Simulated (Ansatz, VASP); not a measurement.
Two plane-wave programs on InP

```xyz
2
Lattice="0.0000 2.8875 3.0184 2.8875 0.0000 3.0184 2.8875 2.8875 0.0000" Properties=species:S:1:pos:R:3 pbc="T T T"
In    0.0000    0.0000    0.0000
P     4.3313    4.3313    4.5276
```

Change from the starting cell: z stretched by +3 % at fixed volume, PAW files.

Alike in both runs: task electric field gradients; functional PBE; k mesh 11 × 11 × 11; occupations fermi-dirac, width 0.03 eV; no spin polarisation.

|  | VASP | Ansatz |
| --- | --- | --- |
| version | VASP 6.6.1 | Ansatz 0.2.0 |
| potentials or method | VASP PAW PBE potentials, release 64 (In_d, P) | PAW with Ansatz's default frozen-core files, scalar-relativistic |
| plane-wave cutoff (eV) | 520 | 420 |
| valence electrons in the cell | 18 | 18 |

VASP gave:

* pressure (GPa): 3.2
* traceless stress, the component that is largest in VASP (GPa): -1.29
* size of Vzz on the site where it differs most (V/Å²): 15.5

Problem. What did Ansatz give for the same quantities?

Solution. Pressure (GPa): 3.3; traceless stress, the component that is largest in VASP (GPa): -1.29; size of Vzz on the site where it differs most (V/Å²): 17.2.
